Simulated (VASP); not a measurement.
LuSc: relaxation of cell and atoms with PBE

Crystal: LuSc.

```
Lu Sc
1.0
     3.41695    0.00000    0.00000
    -1.70848    2.95917    0.00000
     0.00000    0.00000    5.30308
Lu Sc
1 1
Direct
  0.66667 0.33333 0.00000
  0.00000 0.00000 0.50000
```

The cell was generated, and may not be a known phase.

```
Program                : VASP 6.6.1
Task                   : relaxation of cell and atoms
Functional             : PBE
Potentials or basis    : VASP PAW PBE potentials, release 64 (Lu, Sc_sv)
Cutoff                 : 600 eV
k mesh                 : 18 × 18 × 8
Occupations            : gaussian, width 0.1 eV
Spin                   : no spin polarisation
Dipole correction      : no
Further INCAR settings : ALGO = Fast; EDIFF = 1e-07; IBRION = 2; EDIFFG = -0.01; NSW = 100; ISIF = 3
```

```json
{
  "Relaxed volume": "26.94 Å³/atom",
  "Relaxed cell": "a = 3.423 Å, b = 3.423 Å, c = 5.311 Å, α = 90.00°, β = 90.00°, γ = 120.00°",
  "Space group after relaxing (to 0.1 Å)": "P-6m2 (No. 187)",
  "Energy gained by relaxing": "0.1 meV/atom",
  "Ionic steps": "2",
  "Pressure after relaxing": "0.0 GPa",
  "Band gap on the k mesh": "zero (bands 18 and 19 overlap by 1.50 eV)"
}
```

The path:
```tsv
step	energy change (eV)	largest force (eV/Å)	pressure (GPa)	volume (Å³)
1	0.0000	0.0000	0.20	53.62
2	-0.0002	0.0000	0.03	53.88
```

Final structure:
```xyz
2
Lattice="3.4229 0.0000 0.0000 -1.7115 2.9644 0.0000 0.0000 0.0000 5.3105" Properties=species:S:1:pos:R:3 pbc="T T T"
Lu    1.7115    0.9881    0.0000
Sc    3.4229    0.0000    2.6553
```

Levels at points of the mesh, in eV from the Fermi level:
| k point | band 16 | band 17 | band 18 | band 19 | band 20 | band 21 |
| --- | --- | --- | --- | --- | --- | --- |
| (0.00, 0.00, 0.00) | -4.74 | -1.96 | 0.69 | 1.61 | 1.70 | 2.12 |
| (0.50, 0.00, 0.00) | -2.10 | -1.11 | -0.75 | -0.36 | 1.42 | 1.44 |
| (0.00, 0.00, 0.50) | -4.46 | -3.47 | 0.92 | 1.30 | 1.48 | 1.52 |
| (0.50, 0.00, 0.50) | -1.92 | -1.67 | 0.06 | 0.12 | 1.12 | 1.54 |

It took 27 min on 1 thread of Intel(R) Xeon(R) Platinum 8488C (Sapphire Rapids), with other jobs on the host, peak memory 0.46 GiB.

Caveat: spin-orbit coupling is left out, which moves the levels of the heavy elements.
